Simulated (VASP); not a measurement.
# CdTe (I-4m2) in VASP: notebook, part 3 of 3

VASP 6.6.1. The steps go on from the part before.

## Step 4: Single point, PBE (strain -0.030 along x and y, +0.015 along z)

File INCAR:

```
SYSTEM = CdTe
ALGO     = Normal         ! electronic algorithm
EDIFF    = 1E-6           ! SCF threshold, eV
ENCUT    = 520            ! plane-wave cutoff, eV
GGA      = PE             ! functional
ISIF     = 2              ! what is computed and relaxed
ISMEAR   = 0              ! smearing method
LASPH    = .True.         ! aspherical terms in the spheres
LCHARG   = .False.        ! write CHGCAR
LREAL    = .False.        ! projectors in reciprocal space
LWAVE    = .False.        ! write WAVECAR
NBANDS   = 16             ! bands
NELM     = 100            ! most SCF steps
PREC     = Accurate       ! precision mode
SIGMA    = 0.05           ! smearing width, eV
```

File KPOINTS:

```
k-points
0
Gamma
  10 10 10
  0 0 0
```

File POSCAR:

```
CdTe
1.0
    0.0000000000      3.2094260826      3.3583169833
    3.2094260826      0.0000000000      3.3583169833
    3.2094260826      3.2094260826      0.0000000000
Cd Te
1 1
Direct
    0.0000000000      0.0000000000      0.0000000000
    0.7500000000      0.7500000000      0.7500000000
```

Potentials or basis: VASP PAW PBE potentials, release 64 (Cd, Te).

Started as:

```sh
> cat potpaw_PBE.64/Cd/POTCAR potpaw_PBE.64/Te/POTCAR > POTCAR
> mpirun -np 1 vasp_std > vasp.out
```

OUTCAR:

```text
SYSTEM = CdTe
   EDIFF = 1E-6
   ENCUT = 520
   GGA = PE
   ISIF = 2
   ISMEAR = 0
   LASPH = .True.
   LREAL = .False.
   NELM = 100
   PREC = Accurate

 ion  position               nearest neighbor table
   1  0.000  0.000  0.000-   2 2.82   2 2.82   2 2.82   2 2.82
   2  0.750  0.750  0.750-   1 2.82   1 2.82   1 2.82   1 2.82

  LATTYP: Found a body centered tetragonal cell.
 ALAT       =     4.5388138934
 C/A-ratio  =     1.4798214080

  Lattice vectors:

 A1 = (  -3.2094260826,   0.0000000000,   3.3583169833)
 A2 = (   3.2094260826,   0.0000000000,   3.3583169833)
 A3 = (   0.0000000000,   3.2094260826,  -3.3583169833)

Analysis of symmetry for initial positions (statically):
=====================================================================
 Subroutine PRICEL returns:
 Original cell was already a primitive cell.

 Routine SETGRP: Setting up the symmetry group for a
 body centered tetragonal supercell.

 Subroutine GETGRP returns: Found  8 space group operations
 (whereof  8 operations were pure point group operations)
 out of a pool of 16 trial point group operations.

The static configuration has the point symmetry D_2d.

Analysis of symmetry for dynamics (positions and initial velocities):
=====================================================================
 Subroutine PRICEL returns:
 Original cell was already a primitive cell.

 Routine SETGRP: Setting up the symmetry group for a
 body centered tetragonal supercell.

 Subroutine GETGRP returns: Found  8 space group operations
 (whereof  8 operations were pure point group operations)
 out of a pool of 16 trial point group operations.

The dynamic configuration has the point symmetry D_2d.

 Subroutine INISYM returns: Found  8 space group operations
 (whereof  8 operations are pure point group operations),
 and found     1 'primitive' translations

----------------------------------------------------------------------------------------

                                     Primitive cell

  volume of cell :      69.1841

[... 109 lines left out ...]
  volume/ion in A,a.u.               =      34.59       233.44
  Fermi-wavevector in a.u.,A,eV,Ry     =   1.045114  1.974978 14.861134  1.092263
  Thomas-Fermi vector in A             =   2.179895
   LORBIT       =      0    0 simple, 1 ext, 2 COOP (PROOUT), +10 PAW based schemes
   GGA     = PE    functional components
   LHFCALC =     F    Hartree Fock is set to
   AEXX    =    0.0000 exact exchange contribution
   IVDW    =     0    specifies the selected vdW correction
   LEPSILON=     F    determine dielectric tensor
   LRPA    =     F    only Hartree local field effects (RPA)
 non-spin polarized calculation
 Gauss-broadening in eV      SIGMA  =   0.05
  energy-cutoff  :      520.00
  volume of cell :       69.18
 maximum number of plane-waves:      1881
   NGX = 17   NGY = 17   NGZ = 17

 number of electron      18.0000002 magnetization

 Free energy of the ion-electron system (eV)
  ---------------------------------------------------
  ext. energy  EPLUGINS =         0.00000000
  ---------------------------------------------------
  free energy    TOTEN  =        -4.78778118 eV

  energy without entropy =       -4.78778118  energy(sigma->0) =       -4.78778118

 E-fermi :   2.4716     XC(G=0):  -8.5143

 val. band max:        2.2479591070   @ k =   0.0000   0.0000   0.0000
 cond. band min:       2.9099207449   @ k =   0.0000   0.0000   0.0000
 fundamental gap:      0.6619616379
 Fermi energy:         2.4715974234

 k-point     1 :       0.0000    0.0000    0.0000
  band No.  band energies     occupation
      1      -8.8803      2.00000
      2      -6.0385      2.00000
      3      -6.0267      2.00000
      4      -6.0267      2.00000
      5      -5.7861      2.00000
      6      -5.7805      2.00000
[... 433 lines left out ...]
      3      -5.9118      2.00000
      4      -5.8464      2.00000
      5      -5.7635      2.00000
      6      -5.5649      2.00000
[... 8 lines left out ...]
     15      12.7819      0.00000
     16      13.6825      0.00000

 [... further k-points ...]

------------------------ aborting loop because EDIFF is reached ----------------------------------------

  FORCE on cell =-STRESS in cart. coord.  units (eV):
  Direction    XX          YY          ZZ          XY          YZ          ZX
  --------------------------------------------------------------------------------------
  -------------------------------------------------------------------------------------
  Total        0.9382989      0.9382989      0.6137333      0.0000000      0.0000000     -0.0000000
  in kB       21.7292805     21.7292805     14.2129375      0.0000000      0.0000000     -0.0000000
  external PRESSURE =      19.2238328 kB  Pullay stress =       0.0000000 kB

 VOLUME and BASIS-vectors are now :
 -----------------------------------------------------------------------------
  energy-cutoff  :      520.00
  volume of cell :       69.18
      direct lattice vectors                 reciprocal lattice vectors
     0.000000000  3.209426083  3.358316983    -0.155791094  0.155791094  0.148884100
     3.209426083  0.000000000  3.358316983     0.155791094 -0.155791094  0.148884100
     3.209426083  3.209426083  0.000000000     0.155791094  0.155791094 -0.148884100

 POSITION                                       TOTAL-FORCE (eV/Angst)
 -----------------------------------------------------------------------------------
      0.00000      0.00000      0.00000         0.000000      0.000000      0.000000
      4.81414      4.81414      5.03748         0.000000     -0.000000      0.000000
 -----------------------------------------------------------------------------------
    total drift:                                0.000000      0.000000      0.000000

  FREE ENERGIE OF THE ION-ELECTRON SYSTEM (eV)
  ---------------------------------------------------
  free  energy   TOTEN  =        -4.7877811832 eV

  energy  without entropy=       -4.7877811832  energy(sigma->0) =       -4.78778118
```

OSZICAR:

```text
N       E                     dE             d eps       ncg     rms          rms(c)
DAV:   1     0.100629344905E+03    0.10063E+03   -0.82870E+03  3288   0.974E+02
DAV:   2    -0.144414413555E+01   -0.10207E+03   -0.97135E+02  3960   0.235E+02
DAV:   3    -0.498536181469E+01   -0.35412E+01   -0.35368E+01  3960   0.458E+01
DAV:   4    -0.501865093951E+01   -0.33289E-01   -0.33288E-01  5096   0.385E+00
DAV:   5    -0.501875975898E+01   -0.10882E-03   -0.10882E-03  4208   0.188E-01    0.543E+00
DAV:   6    -0.480183789470E+01    0.21692E+00   -0.37268E-01  3960   0.723E+00    0.446E+00
DAV:   7    -0.478647899075E+01    0.15359E-01   -0.10643E-01  3944   0.210E+00    0.171E+00
DAV:   8    -0.478736869977E+01   -0.88971E-03   -0.10533E-02  3736   0.116E+00    0.465E-01
DAV:   9    -0.478768917541E+01   -0.32048E-03   -0.96361E-04  4032   0.324E-01    0.106E-01
DAV:  10    -0.478774330835E+01   -0.54133E-04   -0.11090E-04  4232   0.102E-01    0.558E-02
DAV:  11    -0.478778211954E+01   -0.38811E-04   -0.79234E-05  3944   0.570E-02    0.382E-02
DAV:  12    -0.478778118324E+01    0.93629E-06   -0.32096E-06  3912   0.143E-02
   1 F= -.47877812E+01 E0= -.47877812E+01  d E =-.115634E-12
```

stdout:

```text
POSCAR found type information on POSCAR CdTe
 POSCAR found :  2 types and       2 ions
 scaLAPACK will be used
 LDA part: xc-table for (Slater+PW92), standard interpolation
 POSCAR, INCAR and KPOINTS ok, starting setup
 FFT: planning ... GRIDC
 FFT: planning ... GRID_SOFT
 FFT: planning ... GRID
 WAVECAR not read
 entering main loop
```

It took 2.4 min on 1 thread of Intel Xeon 8259CL, shared host; peak memory 0.28 GiB.

Results:

* Free energy: -4.7878 eV
* Pressure: 1.9 GPa
* Band gap on the k mesh: 0.66 eV

Stress tensor (GPa, compression positive):
```
2.17 0.00 0.00
0.00 2.17 0.00
0.00 0.00 1.42
```

Caveat: the cell differs from its parent crystal (strain -0.030 along x and y, +0.015 along z); spin-orbit coupling is left out, which moves the levels of the heavy elements.

## Step 5: Summary

```csv
cell,gap on the mesh (eV),pressure (GPa)
"a = 4.610, b = 4.610, c = 4.539 Å, angles 60.5, 60.5, 59.0°, 2 atoms",0.73,2.6
"a = 4.574, b = 4.574, c = 4.609 Å, angles 59.7, 59.7, 60.5°, 2 atoms",0.73,2.6
"a = 4.645, b = 4.645, c = 4.539 Å, angles 60.8, 60.8, 58.5°, 2 atoms",0.66,1.9
```

Alike in all rows: task single point; level PBE; potentials or basis VASP PAW PBE potentials, release 64 (Cd, Te); no spin polarisation; k mesh 10 × 10 × 10; cutoff (eV) 520; smearing gaussian 0.05 eV.

Caveats: spin-orbit coupling is left out, which moves the levels of the heavy elements.

Absolute energies hang on the potentials; compare differences alone.
